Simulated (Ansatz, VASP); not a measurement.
# KNaICl in VASP and in Ansatz

INCAR

```
  PREC = Accurate
  ENCUT = 520
  EDIFF = 1E-7
  ISMEAR = 0
  SIGMA = 0.05
  LREAL = F
  LASPH = T
  NELM = 80
  ALGO = Normal
  ISIF = 2
  LWAVE = F
  LCHARG = T
  GGA = CA
  LELF = T
  LVHAR = T
  NBANDS = 23
```

The input KPOINTS:

```
Automatic mesh
0
Gamma
  6 6 4
```

The input POSCAR:

```
KNaICl
1.0
    4.6795400000      0.0000000000      0.0000000000
    0.0000000000      4.3412600000      0.0000000000
    0.0000000000      0.0000000000      6.8190640000
K Na I Cl
1 1 1 1
Direct
    0.5000000000      0.5000000000      0.5000000000
    0.0000000000      0.0000000000      0.0000000000
    0.5000000000      0.5000000000      0.0000000000
    0.0000000000      0.0000000000      0.5000000000
```

Input for Ansatz:

```yaml
crystal:
  lattice:
    - [4.67954, 0.0, 0.0]
    - [0.0, 4.34126, 0.0]
    - [0.0, 0.0, 6.819064]
  atoms:
    - { symbol: K, position: [0.5, 0.5, 0.5] }
    - { symbol: Na, position: [0.0, 0.0, 0.0] }
    - { symbol: I, position: [0.5, 0.5, 0.0] }
    - { symbol: Cl, position: [0.0, 0.0, 0.5] }
basis:
  ecutwfc: 420
kpoints:
  mp_grid: { grid: [6, 6, 4] }
hamiltonian:
  xc: lda
scf:
  occupations: { method: gaussian, width: 0.05 }
output:
  forces: true
  stress: true
  eigenvalues: true
```

Change from the starting cell: strain +0.0375 x Voigt [1, -1, 0, 0, 0, 0], atoms carried along.

Alike in both runs: task single point; functional LDA; k mesh 6 × 6 × 4; occupations gaussian, width 0.05 eV; no spin polarisation.

|  | VASP | Ansatz |
| --- | --- | --- |
| version | VASP 6.6.1 | Ansatz 0.2.0 |
| potentials or method | VASP PAW LDA potentials, release 64 (K_sv, Na_pv, I, Cl), cutoff 520 eV | scalar-relativistic, plane waves, PAW |
| valence electrons in the cell | 30 | 42 |

Ansatz gave:

```
gap on the k mesh at the Fermi level (eV)                     : 3.46
least direct gap on the mesh (eV)                             : 3.49
pressure (GPa)                                                : -2.0
traceless stress, the component that is largest in VASP (GPa) : -0.73
```

Q: What did VASP give for the same quantities?

A: gap on the k mesh at the Fermi level (eV): 3.47; least direct gap on the mesh (eV): 3.49; pressure (GPa): -2.0; traceless stress, the component that is largest in VASP (GPa): -0.73.

LDA's correlation is that of Perdew and Zunger in VASP and of Perdew and Wang (1992) in Ansatz. VASP's potentials hold 30 valence electrons a cell and Ansatz's 42, so a difference there can come from the potentials and not from the codes.

Neither program's run includes spin-orbit coupling.
